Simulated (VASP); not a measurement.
Input of a VASP 6.6.1 run:

INCAR

```
SYSTEM = BC5
ALGO     = Normal         ! electronic algorithm
EDIFF    = 1E-6           ! SCF threshold, eV
ENCUT    = 520            ! plane-wave cutoff, eV
GGA      = PE             ! functional
ISIF     = 2              ! what is computed and relaxed
ISMEAR   = -1             ! smearing method
LASPH    = .True.         ! aspherical terms in the spheres
LCHARG   = .False.        ! write CHGCAR
LREAL    = .False.        ! projectors in reciprocal space
LWAVE    = .False.        ! write WAVECAR
NBANDS   = 20             ! bands
NELM     = 100            ! most SCF steps
PREC     = Accurate       ! precision mode
SIGMA    = 0.05           ! smearing width, eV
```

Contents of KPOINTS:

```
k-points
0
Gamma
  15 15 15
  0 0 0
```

Contents of POSCAR:

```
BC5
1.0
   -1.2580250000      1.2580250000      5.7048810000
    1.2580250000     -1.2580250000      5.7048810000
    1.2580250000      1.2580250000     -5.7048810000
C B
5 1
Direct
    0.0801160000      0.5801160000      0.5000000000
    0.4198840000      0.9198840000      0.5000000000
    0.5000000000      0.5000000000      0.0000000000
    0.1562810000      0.1562810000      0.0000000000
    0.8437190000      0.8437190000      0.0000000000
    0.7500000000      0.2500000000      0.5000000000
```

Potentials or basis: VASP PAW PBE potentials, release 64 (C, B).

Run with:

```bash
$ cat potpaw_PBE.64/C/POTCAR potpaw_PBE.64/B/POTCAR > POTCAR
$ mpirun -np 1 vasp_std > vasp.out
```

Estimate the pressure.

-0.3 GPa.

Estimate the largest force.

0.026 eV/Å.

Stress tensor (GPa, compression positive):
```
 0.36  0.00  0.00
 0.00  0.36  0.00
 0.00  0.00 -1.75
```
